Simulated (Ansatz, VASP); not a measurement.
# One calculation of Al, two programs

```
Al
1.0
     0.00000    1.99178    1.99178
     1.99178    0.00000    1.99178
     1.99178    1.99178    0.00000
Al
1
Direct
  0.00000 0.00000 0.00000
```

Alike in both runs: functional LDA; k mesh 18 × 18 × 18; occupations gaussian, width 0.1 eV; no spin polarisation.

Ansatz relaxed the structure, and its values are those at the end. VASP's run is a single point on that final structure, the one shown.

|  | VASP | Ansatz |
| --- | --- | --- |
| version | VASP 6.6.1 | Ansatz 0.2.0 |
| potentials or method | VASP PAW LDA potentials, release 64 (Al), cutoff 500 eV | scalar-relativistic, plane waves, PAW |
| valence electrons in the cell | 3 | 3 |

Ansatz gave:

* gap on the k mesh at the Fermi level (eV): none
* pressure (GPa): 0.0

Question: Estimate VASP's values.

Answer: gap on the k mesh at the Fermi level (eV): none; pressure (GPa): 0.1.

Ansatz warns that its potentials were made for another functional, while VASP's fit it. LDA's correlation is that of Perdew and Zunger in VASP and of Perdew and Wang (1992) in Ansatz. A gap of «none» marks a metal or a gap that the smearing closes.
